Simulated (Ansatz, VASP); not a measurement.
## Y in VASP and in Ansatz

```
Y
1.0
     3.58429    0.00000    0.00000
    -1.79215    3.10409    0.00000
     0.00000    0.00000    5.59062
Y
2
Cartesian
  0.0000 2.0694 1.3977
  1.7921 1.0347 4.1930
```

Alike in both runs: task single point; functional BLYP; k mesh 16 × 16 × 9; occupations fermi-dirac, width 0.1 eV; no spin polarisation.

```csv
,VASP,Ansatz
version,VASP 6.6.1,Ansatz 0.2.0
potentials or method,"VASP PAW PBE potentials, release 64 (Y_sv), cutoff 520 eV","plane waves (420 eV) with PAW, scalar-relativistic"
valence electrons in the cell,22,22
```

|  | VASP | Ansatz | Ansatz less VASP |
| --- | --- | --- | --- |
| pressure (GPa) | 3.6 | 3.7 | +0.09 |
| traceless stress, the component that is largest in VASP (GPa) | 0.10 | 0.09 | -0.015 |

VASP's potentials were made for PBE, not for BLYP. The functional is the same, so the differences come from potentials, cutoffs and numerics.
